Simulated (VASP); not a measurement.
Crystal: TiO2.

```
CELL_PARAMETERS angstrom
2.70603 -2.70666 0.00000
2.70603 2.70666 0.00000
-2.63353 0.00000 4.79664
ATOMIC_POSITIONS crystal
Ti 0.86589 0.13411 0.75000
Ti 0.13411 0.86589 0.25000
O 0.08876 0.33122 0.16715
O 0.91124 0.66878 0.83285
O 0.66878 0.91124 0.33285
O 0.33122 0.08876 0.66715
```

```yaml
Program: VASP 6.6.1
Task: relaxation of cell and atoms
Functional: LDA
Potentials_or_basis: VASP PAW LDA potentials, release 64 (Ti_sv, O)
Cutoff: 600 eV
k_mesh: 8 × 8 × 6
Occupations: fermi-dirac, width 0.05 eV
Spin: no spin polarisation
```

At the start: pressure -12.1 GPa; volume 11.71 Å³/atom.

Problem. How do energy, volume and symmetry change on relaxing?

Solution. Over 20 steps the energy falls by 27.5 meV/atom and the volume is 11.05 Å³/atom (-5.6 %); space group C2/c (No. 15, to 0.1 Å) before, I4_1/amd (No. 141, to 0.1 Å).

Step by step:
| step | energy change (eV) | largest force (eV/Å) | pressure (GPa) | volume (Å³) |
| --- | --- | --- | --- | --- |
| 1 | 0.0000 | 0.3147 | -12.13 | 70.26 |
| 2 | 0.1547 | 0.8429 | 21.27 | 61.63 |
| 3 | -0.1569 | 0.1336 | -0.36 | 66.50 |
| 4 | -0.1569 | 0.1350 | -0.09 | 66.43 |
| 5 | -0.1605 | 0.1073 | 0.07 | 66.28 |
| 6 | -0.1605 | 0.1077 | 0.07 | 66.28 |
| 7 | -0.1616 | 0.0760 | 0.04 | 66.29 |
| 8 | -0.1625 | 0.0533 | 0.00 | 66.31 |
| 9 | -0.1635 | 0.0169 | 0.01 | 66.32 |
| 10 | -0.1642 | 0.0526 | 0.03 | 66.33 |
| 11 | -0.1647 | 0.0213 | -0.08 | 66.36 |
| 12 | -0.1647 | 0.0210 | -0.08 | 66.36 |
| 13 | -0.1648 | 0.0207 | 0.15 | 66.30 |
| 14 | -0.1648 | 0.0214 | 0.16 | 66.30 |
| 15 | -0.1648 | 0.0206 | 0.14 | 66.31 |
| 16 | -0.1650 | 0.0191 | -0.01 | 66.35 |
| 17 | -0.1650 | 0.0193 | -0.07 | 66.37 |
| 18 | -0.1651 | 0.0151 | -0.05 | 66.36 |
| 19 | -0.1652 | 0.0186 | 0.02 | 66.33 |
| 20 | -0.1653 | 0.0100 | 0.04 | 66.32 |

Final structure:
```
Ti O
1.0
     2.64812   -2.64845   -0.01893
     2.64812    2.64845   -0.01893
    -2.61091    0.00000    4.74708
Ti O
2 4
Direct
  0.87497 0.12503 0.75000
  0.12503 0.87497 0.25000
  0.08367 0.33321 0.16642
  0.91633 0.66679 0.83358
  0.66679 0.91633 0.33358
  0.33321 0.08367 0.66642
```
